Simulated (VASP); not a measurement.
# Sn (Fddd) in VASP: further runs

Sn is run at these levels: PBE; tasks: single point.

All numbers are computed with VASP 6.6.1; they aren't measurements. Logs are shortened: lines on timing, memory, paths and dates and some standing lists are left out, and cuts for length are marked.

### 1 The cell of the first run

Symmetry: Fddd, No. 70, orthorhombic system. Conventional cell: a = 6.394 Å, b = 6.491 Å, c = 6.589 Å, α = 90.00°, β = 90.00°, γ = 90.00°. Within 3.7 Å of Sn (site symmetry 222) lie 4 Sn at 2.81 Å.

### 2 Single point, PBE (strain +0.0150 x Voigt [1, -1, 0, 0, 0, 0])

INCAR reads:

```
  PREC = Accurate
  ENCUT = 520
  EDIFF = 1E-6
  ISMEAR = 0
  SIGMA = 0.15
  LREAL = False
  LASPH = True
  NELM = 80
  ALGO = Fast
  ISIF = 2
  LWAVE = False
  LCHARG = False
  GGA = PE
  NBANDS = 21
```

KPOINTS reads:

```
Automatic mesh
0
Gamma
  12 12 12
```

POSCAR reads:

```
Sn
1.0
    0.0000000000      3.1969160000      3.2456000000
    3.2942840000      0.0000000000      3.2456000000
    3.2942840000      3.1969160000      0.0000000000
Sn
2
Direct
    0.5000000000      0.5000000000      0.5000000000
    0.7500000000      0.7500000000      0.7500000000
```

Potentials or basis: VASP PAW PBE potentials, release 64 (Sn_d).

Run with:

```bash
$ cat potpaw_PBE.64/Sn_d/POTCAR > POTCAR
$ mpirun -np 1 vasp_std > vasp.out
```

OUTCAR:

```text
PREC = Accurate
   ENCUT = 520
   EDIFF = 1E-6
   ISMEAR = 0
   LREAL = False
   LASPH = True
   NELM = 80
   ISIF = 2
   GGA = PE

 ion  position               nearest neighbor table
   1  0.500  0.500  0.500-   2 2.81   2 2.81   2 2.81   2 2.81
   2  0.750  0.750  0.750-   1 2.81   1 2.81   1 2.81   1 2.81

  LATTYP: Found a face centered orthorhombic cell.
 ALAT       =     6.3938320000
 B/A-ratio  =     1.0152284264
 C/A-ratio  =     1.0304568528

  Lattice vectors:

 A1 = (  -3.2942840000,   0.0000000000,  -3.2456000000)
 A2 = (  -3.2942840000,   3.1969160000,   0.0000000000)
 A3 = (   0.0000000000,   3.1969160000,  -3.2456000000)

Analysis of symmetry for initial positions (statically):
=====================================================================
 Subroutine PRICEL returns:
 Original cell was already a primitive cell.

 Routine SETGRP: Setting up the symmetry group for a
 face centered orthorhombic supercell.

 Subroutine GETGRP returns: Found  8 space group operations
 (whereof  4 operations were pure point group operations)
 out of a pool of  8 trial point group operations.

The static configuration has the point symmetry D_2 .
 The point group associated with its full space group is D_2h.

Analysis of symmetry for dynamics (positions and initial velocities):
=====================================================================
 Subroutine PRICEL returns:
 Original cell was already a primitive cell.

 Routine SETGRP: Setting up the symmetry group for a
 face centered orthorhombic supercell.

 Subroutine GETGRP returns: Found  8 space group operations
 (whereof  4 operations were pure point group operations)
 out of a pool of  8 trial point group operations.

The dynamic configuration has the point symmetry D_2 .
 The point group associated with its full space group is D_2h.

 Subroutine INISYM returns: Found  8 space group operations
 (whereof  4 operations are pure point group operations),
 and found     1 'primitive' translations

----------------------------------------------------------------------------------------

                                     Primitive cell

  volume of cell :      68.3624

  direct lattice vectors                    reciprocal lattice vectors
     0.000000000  3.196916000  3.245600000    -0.151778049  0.156400731  0.154054720
     3.294284000  0.000000000  3.245600000     0.151778049 -0.156400731  0.154054720
     3.294284000  3.196916000  0.000000000     0.151778049  0.156400731 -0.154054720

  length of vectors
     4.555676818  4.624524455  4.590487881     0.266890655  0.266890655  0.266890655

  position of ions in fractional coordinates (direct lattice)
     0.500000000  0.500000000  0.500000000
     0.750000000  0.750000000  0.750000000

  ion indices of the primitive-cell ions
   primitive index   ion index
                 1           1
                 2           2

----------------------------------------------------------------------------------------

 KPOINTS: Automatic mesh

Automatic generation of k-mesh.
 Grid dimensions read from file:
 generate k-points for:   12   12   12

 Generating k-lattice:

  Cartesian coordinates                     Fractional coordinates (reciprocal lattice)
    -0.012648171  0.013033394  0.012837893     0.083333333 -0.000000000 -0.000000000
     0.012648171 -0.013033394  0.012837893     0.000000000  0.083333333  0.000000000
     0.012648171  0.013033394 -0.012837893     0.000000000  0.000000000  0.083333333

  Length of vectors
     0.022240888  0.022240888  0.022240888

  Shift w.r.t. Gamma in fractional coordinates (k-lattice)
     0.000000000  0.000000000  0.000000000

 Subroutine IBZKPT returns following result:
 ===========================================

 Found    280 irreducible k-points:

 Following reciprocal coordinates:
            Coordinates               Weight
  0.000000  0.000000  0.000000      1.000000
  0.083333  0.000000  0.000000      8.000000
  0.166667  0.000000  0.000000      8.000000
  0.250000  0.000000 -0.000000      8.000000
  0.333333  0.000000 -0.000000      8.000000
  0.416667  0.000000 -0.000000      8.000000
[... 16 lines left out ...]
  0.500000  0.166667 -0.000000      8.000000
 -0.416667  0.166667  0.000000      8.000000
 [... further k-points ...]
   k-points           NKPTS =    280   k-points in BZ     NKDIM =    280   number of bands    NBANDS=     21
   number of dos      NEDOS =    301   number of ions     NIONS =      2
   total plane-waves  NPLWV =  46656
   dimension x,y,z NGX =    36 NGY =   36 NGZ =   36
   dimension x,y,z NGXF=    72 NGYF=   72 NGZF=   72
   ions per type =               2
   NGX,Y,Z   is equivalent  to a cutoff of  13.14, 12.94, 13.04 a.u.
   NGXF,Y,Z  is equivalent  to a cutoff of  26.27, 25.88, 26.08 a.u.
 SYSTEM =  unknown system
   PREC   = accura    normal or accurate (medium, high low for compatibility)
   ISTART =      0    job   : 0-new  1-cont  2-samecut
   ICHARG =      2    charge: 1-file 2-atom 10-const
   ISPIN  =      1    spin polarized calculation?
   LNONCOLLINEAR =      F non collinear calculations
   LSORBIT =      F    spin-orbit coupling
   LASPH  =      T    aspherical Exc in radial PAW
   ENCUT  =  520.0 eV  38.22 Ry    6.18 a.u.   8.47  8.60  8.54*2*pi/ulx,y,z
   NELM   =     80;   NELMIN=  2; NELMDL= -5     # of ELM steps
   EDIFF  = 0.1E-05   stopping-criterion for ELM
   LREAL  =      F    real-space projection
   EDIFFG = 0.1E-04   stopping-criterion for IOM
   NSW    =      0    number of steps for IOM
   IBRION =     -1    ionic relax: 0-MD 1-quasi-New 2-CG
   NFREE  =      0    steps in history (QN), initial steepest desc. (CG)
   ISIF   =      2    stress and relaxation
   ISYM   =      2    0-nonsym 1-usesym 2-fastsym
   POTIM  = 0.5000    time-step for ionic-motion
   TEBEG  =    0.0;   TEEND  =   0.0 temperature during run
   PSTRESS=    0.0 pullay stress
   NELECT =      28.0000    total number of electrons
   NUPDOWN=      -1.0000    fix difference up-down
   EMIN   =  10.00;   EMAX   =-10.00  energy-range for DOS
   EFERMI =   0.00;   METHOD = LEGACY
   ISMEAR =     0;   SIGMA  =   0.15  broadening in eV -4-tet -1-fermi 0-gaus
   EFERMI_NEDOS =   21; number of points for ismear=-14 and -15
   IALGO  =     68    algorithm
   IMIX   =      4    mixing-type and parameters
     AMIX     =   0.40;   BMIX     =  1.00
     AMIX_MAG =   1.60;   BMIX_MAG =  1.00
  volume/ion in A,a.u.               =      34.18       230.67
  Fermi-wavevector in a.u.,A,eV,Ry     =   1.215780  2.297492 20.111066  1.478122
  Thomas-Fermi vector in A             =   2.351156
   LORBIT       =      0    0 simple, 1 ext, 2 COOP (PROOUT), +10 PAW based schemes
   GGA     = PE    functional components
   LHFCALC =     F    Hartree Fock is set to
   AEXX    =    0.0000 exact exchange contribution
   IVDW    =     0    specifies the selected vdW correction
   LEPSILON=     F    determine dielectric tensor
   LRPA    =     F    only Hartree local field effects (RPA)
 non-spin polarized calculation
 RMM-DIIS sequential band-by-band and
 Gauss-broadening in eV      SIGMA  =   0.15
  energy-cutoff  :      520.00
  volume of cell :       68.36
 maximum number of plane-waves:      1870
 NGX is ok and might be reduce to    36
   NGX = 17   NGY = 17   NGZ = 17

 number of electron      27.9999995 magnetization

 Free energy of the ion-electron system (eV)
  ---------------------------------------------------
  ext. energy  EPLUGINS =         0.00000000
  ---------------------------------------------------
  free energy    TOTEN  =        -7.64141123 eV

  energy without entropy =       -7.63958013  energy(sigma->0) =       -7.64049568

 E-fermi :   5.6643     XC(G=0):  -8.8746

 val. band max:        5.6635794896   @ k =   0.4167   0.0000  -0.0000
 cond. band min:       5.7240808348   @ k =   0.0000   0.0000   0.0000
 fundamental gap:      0.0605013452
 Fermi energy:         5.6643055316

 k-point     1 :       0.0000    0.0000    0.0000
  band No.  band energies     occupation
      1     -16.0535      2.00000
      2     -16.0474      2.00000
      3     -16.0418      2.00000
      4     -15.9898      2.00000
      5     -15.9862      2.00000
      6     -15.6890      2.00000
[... 13 lines left out ...]
     20      13.3795      0.00000
     21      13.7747      0.00000

 k-point     2 :       0.0833    0.0000    0.0000
  band No.  band energies     occupation
      1     -16.0573      2.00000
      2     -16.0510      2.00000
      3     -16.0440      2.00000
      4     -15.9819      2.00000
      5     -15.9789      2.00000
      6     -15.6974      2.00000
[... 13 lines left out ...]
     20      12.8262      0.00000
     21      13.1250      0.00000

 k-point     3 :       0.1667    0.0000    0.0000
  band No.  band energies     occupation
      1     -16.0674      2.00000
      2     -16.0604      2.00000
      3     -16.0411      2.00000
      4     -15.9654      2.00000
      5     -15.9633      2.00000
      6     -15.7130      2.00000
[... 13 lines left out ...]
     20      12.4377      0.00000
     21      12.6491      0.00000

 k-point     4 :       0.2500    0.0000   -0.0000
  band No.  band energies     occupation
      1     -16.0772      2.00000
      2     -16.0690      2.00000
      3     -16.0350      2.00000
      4     -15.9490      2.00000
      5     -15.9476      2.00000
      6     -15.7273      2.00000
[... 13 lines left out ...]
     20      12.4805      0.00000
     21      12.5786      0.00000

 k-point     5 :       0.3333    0.0000   -0.0000
  band No.  band energies     occupation
      1     -16.0841      2.00000
      2     -16.0746      2.00000
      3     -16.0284      2.00000
      4     -15.9367      2.00000
      5     -15.9357      2.00000
      6     -15.7373      2.00000
[... 13 lines left out ...]
     20      12.9625      0.00000
     21      12.9934      0.00000

 k-point     6 :       0.4167    0.0000   -0.0000
  band No.  band energies     occupation
      1     -16.0879      2.00000
      2     -16.0774      2.00000
      3     -16.0233      2.00000
      4     -15.9298      2.00000
      5     -15.9290      2.00000
      6     -15.7427      2.00000
[... 13 lines left out ...]
     20      13.7306      0.00000
     21      13.8552      0.00000

 k-point     7 :       0.5000    0.0000   -0.0000
  band No.  band energies     occupation
      1     -16.0891      2.00000
      2     -16.0783      2.00000
      3     -16.0214      2.00000
      4     -15.9277      2.00000
      5     -15.9269      2.00000
      6     -15.7443      2.00000
[... 13 lines left out ...]
     20      14.3805      0.00000
     21      14.5479      0.00000
[... 291 lines left out ...]
      1     -16.0781      2.00000
      2     -16.0671      2.00000
      3     -16.0462      2.00000
      4     -15.9530      2.00000
      5     -15.9168      2.00000
      6     -15.7798      2.00000
[... 13 lines left out ...]
     20      12.9519      0.00000
     21      13.7660      0.00000

 k-point    21 :       0.3333    0.1667   -0.0000
  band No.  band energies     occupation
      1     -16.0911      2.00000
      2     -16.0759      2.00000
      3     -16.0296      2.00000
      4     -15.9372      2.00000
      5     -15.9008      2.00000
      6     -15.7948      2.00000
[... 13 lines left out ...]
     20      13.3279      0.00000
     21      13.9828      0.00000

 k-point    22 :       0.4167    0.1667   -0.0000
  band No.  band energies     occupation
      1     -16.1014      2.00000
      2     -16.0829      2.00000
      3     -16.0112      2.00000
      4     -15.9221      2.00000
      5     -15.8938      2.00000
      6     -15.7989      2.00000
[... 13 lines left out ...]
     20      13.9063      0.00000
     21      14.5622      0.00000

 k-point    23 :       0.5000    0.1667   -0.0000
  band No.  band energies     occupation
      1     -16.1072      2.00000
      2     -16.0880      2.00000
      3     -15.9960      2.00000
      4     -15.9096      2.00000
      5     -15.8977      2.00000
      6     -15.7909      2.00000
[... 13 lines left out ...]
     20      14.2504      0.00000
     21      14.6419      0.00000

 k-point    24 :      -0.4167    0.1667    0.0000
  band No.  band energies     occupation
      1     -16.1076      2.00000
      2     -16.0911      2.00000
      3     -15.9886      2.00000
      4     -15.9111      2.00000
      5     -15.8997      2.00000
      6     -15.7774      2.00000
[... 13 lines left out ...]
     20      13.5102      0.00000
     21      13.7076      0.00000

 [... further k-points ...]

------------------------ aborting loop because EDIFF is reached ----------------------------------------

  FORCE on cell =-STRESS in cart. coord.  units (eV):
  Direction    XX          YY          ZZ          XY          YZ          ZX
  --------------------------------------------------------------------------------------
  -------------------------------------------------------------------------------------
  Total        1.1560926      1.5250867      1.3532805      0.0000000      0.0000000      0.0000000
  in kB       27.0947994     35.7427416     31.7162008      0.0000000      0.0000000      0.0000000
  external PRESSURE =      31.5179140 kB  Pullay stress =       0.0000000 kB

 VOLUME and BASIS-vectors are now :
 -----------------------------------------------------------------------------
  energy-cutoff  :      520.00
  volume of cell :       68.36
      direct lattice vectors                 reciprocal lattice vectors
     0.000000000  3.196916000  3.245600000    -0.151778049  0.156400731  0.154054720
     3.294284000  0.000000000  3.245600000     0.151778049 -0.156400731  0.154054720
     3.294284000  3.196916000  0.000000000     0.151778049  0.156400731 -0.154054720

 POSITION                                       TOTAL-FORCE (eV/Angst)
 -----------------------------------------------------------------------------------
      3.29428      3.19692      3.24560         0.000000     -0.000000      0.000000
      4.94143      4.79537      4.86840        -0.000000      0.000000      0.000000
 -----------------------------------------------------------------------------------
    total drift:                                0.000000      0.000000      0.000000

  FREE ENERGIE OF THE ION-ELECTRON SYSTEM (eV)
  ---------------------------------------------------
  free  energy   TOTEN  =        -7.6414112291 eV

  energy  without entropy=       -7.6395801305  energy(sigma->0) =       -7.64049568
```

Wall time 9.4 min (1 thread of Intel Xeon 8259CL, shared host); peak memory 0.44 GiB.

What came out:

```yaml
Free_energy: -7.6414 eV
Pressure: 3.2 GPa
Band_gap_on_the_k_mesh: zero (bands 14 and 15 overlap by 0.10 eV)
```

Caveat: the cell differs from its parent crystal (strain +0.0150 x Voigt [1, -1, 0, 0, 0, 0]); the cell stands under pressure; spin-orbit coupling is left out, which moves the levels of the heavy elements.

(Part 1 of 2 ends here.)

The gap in the log of VASP goes by the Fermi energy; the results here count the filled bands.